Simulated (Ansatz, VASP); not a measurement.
Two plane-wave programs on C

```
C
1.0
     0.00000    1.97410    3.60286
     1.30715    0.00000    3.60286
     1.30715    1.97410    0.00000
C
2
Direct
  0.16670 0.83330 0.16670
  0.83330 0.16670 0.83330
```

Change from the starting cell: volume 9.297 Å^3 an atom, stretch along b over the lengths across it, relative to the relaxed cell 0.8724.

Alike in both runs: task single point; functional PBE; dispersion D3(BJ); k mesh 18 × 18 × 18; occupations gaussian, width 0.03 eV; no spin polarisation.

|  | VASP | Ansatz |
| --- | --- | --- |
| version | VASP 6.6.1 | Ansatz 0.2.0 |
| potentials or method | VASP PAW PBE potentials, release 64 (C), cutoff 520 eV | scalar-relativistic, plane waves, PAW |
| valence electrons in the cell | 8 | 8 |

|  | VASP | Ansatz | Ansatz less VASP |
| --- | --- | --- | --- |
| gap on the k mesh at the Fermi level (eV) | 0.09 | 0.09 | +0.007 |
| least direct gap on the mesh (eV) | 0.13 | 0.14 | +0.005 |
| pressure (GPa) | 13.8 | 13.4 | -0.42 |
| traceless stress, the component that is largest in VASP (GPa) | 70.04 | 69.63 | -0.411 |
| rms of the force components (eV/Å) | 1.499 | 1.486 | -0.0129 |

Atom by atom the forces differ by 0.013 eV/Å (rms over components).
